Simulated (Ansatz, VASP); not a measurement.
## One calculation of Ge, two programs

```
CELL_PARAMETERS angstrom
0.00000 2.83787 2.83787
2.83787 0.00000 2.83787
2.83787 2.83787 0.00000
ATOMIC_POSITIONS crystal
Ge 0.00000 0.00000 0.00000
Ge 0.25000 0.25000 0.25000
```

Alike in both runs: task relaxation of cell and atoms; functional PBEsol; k mesh 12 × 12 × 12; occupations gaussian, width 0.1 eV; no spin polarisation.

|  | VASP | Ansatz |
| --- | --- | --- |
| version | VASP 6.6.1 | Ansatz 0.2.0 |
| potentials or method | VASP PAW PBE potentials, release 64 (Ge_d), cutoff 600 eV | scalar-relativistic, plane waves, PAW |
| valence electrons in the cell | 28 | 28 |

|  | VASP | Ansatz | Ansatz less VASP |
| --- | --- | --- | --- |
| gap on the k mesh at the Fermi level, each at its own relaxed structure (eV) | none | none | - |
| relaxed volume (Å³/atom) | 22.85 | 22.85 | 0.000 |
| relaxed cell length with the largest relative difference (Å) | 4.013 | 4.013 | 0.0000 |

VASP's potentials were made for PBE, not for PBEsol. A gap of «none» marks a metal or a gap that the smearing closes.

Noted on VASP's run: the relaxation stopped at its first step, so nothing moved.
